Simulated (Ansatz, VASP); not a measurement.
**One calculation of AlN, two programs**

```
Al N
1.0
     0.00000    2.17105    2.17105
     2.17105    0.00000    2.17105
     2.17105    2.17105    0.00000
Al N
1 1
Direct
  0.00000 0.00000 0.00000
  0.25000 0.25000 0.25000
```

Change from the starting cell: strained cell.

Alike in both runs: task relaxation of the atoms; functional PBE; k mesh 10 × 10 × 10; occupations gaussian, width 0.02 eV; no spin polarisation.

```csv
,VASP,Ansatz
version,VASP 6.6.1,Ansatz 0.2.0
potentials or method,"VASP PAW PBE potentials, release 64 (Al, N), cutoff 520 eV","scalar-relativistic, plane waves, PAW"
valence electrons in the cell,8,8
```

```csv
,VASP,Ansatz,Ansatz less VASP
"gap on the k mesh at the Fermi level, each at its own relaxed structure (eV)",3.33,3.33,+0.008
```

Ansatz's warnings: stress scf threshold loose.

Noted on VASP's run: the relaxation stopped at its first step, so nothing moved.
